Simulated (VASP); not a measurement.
## Se: single point with PBEsol

Crystal: Se.

```
Se
1.0
     4.35517    0.00000    0.00000
    -2.17758    3.77169    0.00000
     0.00000    0.00000    5.04844
Se
3
Direct
  0.21700 0.00000 0.16667
  0.00000 0.21700 0.83333
  0.78300 0.78300 0.50000
```

This cell differs from its parent crystal: zz strain of +2 %.

```json
{
 "Program": "VASP 6.6.1",
 "Task": "single point",
 "Functional": "PBEsol",
 "Potentials or basis": "VASP PAW PBE potentials, release 64 (Se)",
 "Cutoff": "520 eV",
 "k mesh": "8 × 8 × 6",
 "Occupations": "fermi-dirac, width 0.02 eV",
 "Spin": "no spin polarisation"
}
```

- Pressure: 1.4 GPa
- Largest force: 0.777 eV/Å
- Band gap on the k mesh: 0.92 eV, indirect (least direct gap 0.94 eV)

Forces in eV/Å, atoms in the order of the input:
```
Se   0.777  0.000  0.000
Se  -0.388  0.673  0.000
Se  -0.388 -0.673  0.000
```

Stress tensor (GPa, compression positive):
```
1.06 0.00 0.00
0.00 1.06 0.00
0.00 0.00 1.93
```

Levels at points of the mesh, in eV from the valence-band top:
| k point | band 7 | band 8 | band 9 | band 10 | band 11 | band 12 |
| --- | --- | --- | --- | --- | --- | --- |
| (0.00, 0.00, 0.00) | -2.04 | -2.04 | -0.34 | 1.94 | 1.94 | 2.47 |
| (0.50, 0.00, 0.00) | -2.93 | -1.88 | -1.01 | 1.98 | 2.54 | 4.23 |
| (0.00, 0.00, 0.50) | -1.44 | -1.44 | -1.19 | 1.19 | 1.42 | 1.42 |
| (0.50, 0.00, 0.50) | -1.79 | -1.42 | 0.00 | 1.36 | 2.81 | 3.05 |

Wall time 29 s on 1 thread of Intel(R) Xeon(R) Platinum 8488C (Sapphire Rapids), with other jobs on the host, peak memory 0.21 GiB.

Caveat: the cell differs from its parent crystal (zz strain of +2 %); the PAW data sets were made with another functional, which shifts forces and pressure a little. A k mesh can miss the band edges.
